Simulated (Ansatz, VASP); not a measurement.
Hg in VASP and in Ansatz

```
CELL_PARAMETERS angstrom
4.54000 0.00000 0.00000
-2.27000 3.93176 0.00000
0.00000 0.00000 3.87000
ATOMIC_POSITIONS crystal
Hg 0.33333 0.66667 0.50000
Hg 0.00000 0.00000 0.00000
Hg 0.66667 0.33333 0.50000
```

Alike in both runs: task electric field gradients; functional PBE; k mesh 10 × 10 × 11; occupations fermi-dirac, width 0.08 eV; no spin polarisation.

|  | VASP | Ansatz |
| --- | --- | --- |
| version | VASP 6.6.1 | Ansatz 0.2.0 |
| potentials or method | VASP PAW PBE potentials, release 64 (Hg) | PAW with Ansatz's default frozen-core files, scalar-relativistic |
| plane-wave cutoff (eV) | 520 | 420 |
| valence electrons in the cell | 36 | 60 |

|  | VASP | Ansatz | Ansatz less VASP |
| --- | --- | --- | --- |
| pressure (GPa) | 14.1 | 13.3 | -0.79 |
| traceless stress, the component that is largest in VASP (GPa) | -9.47 | -8.90 | +0.568 |
| size of Vzz on the site where it differs most (V/Å²) | 340.6 | 266.9 | -73.75 |

VASP's potentials hold 36 valence electrons a cell and Ansatz's 60, so a difference there can come from the potentials and not from the codes.

Neither program's run includes spin-orbit coupling.
